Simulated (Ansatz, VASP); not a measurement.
## TeW in VASP and in Ansatz

```
Te W
1.0
     3.33599    0.00000    0.00000
     0.00000    3.33599    0.00000
     0.00000    0.00000    3.33599
Te W
1 1
Direct
  0.50000 0.50000 0.50000
  0.00000 0.00000 0.00000
```

Alike in both runs: functional PBE; k mesh 6 × 6 × 6; occupations gaussian, width 0.1 eV; no spin polarisation.

Ansatz relaxed the structure, and its values are those at the end. VASP's run is a single point on that final structure, the one shown.

|  | VASP | Ansatz |
| --- | --- | --- |
| version | VASP 6.6.1 | Ansatz 0.2.0 |
| potentials or method | VASP PAW PBE potentials, release 64 (Te, W_sv), cutoff 500 eV | scalar-relativistic, plane waves, PAW |
| valence electrons in the cell | 20 | 30 |

|  | VASP | Ansatz | Ansatz less VASP |
| --- | --- | --- | --- |
| gap on the k mesh at the Fermi level (eV) | none | none | - |
| pressure (GPa) | 0.4 | 0.4 | -0.02 |

A gap of «none» marks a metal or a gap that the smearing closes. VASP's potentials hold 20 valence electrons a cell and Ansatz's 30, so a difference there can come from the potentials and not from the codes.

Neither program's run includes spin-orbit coupling.
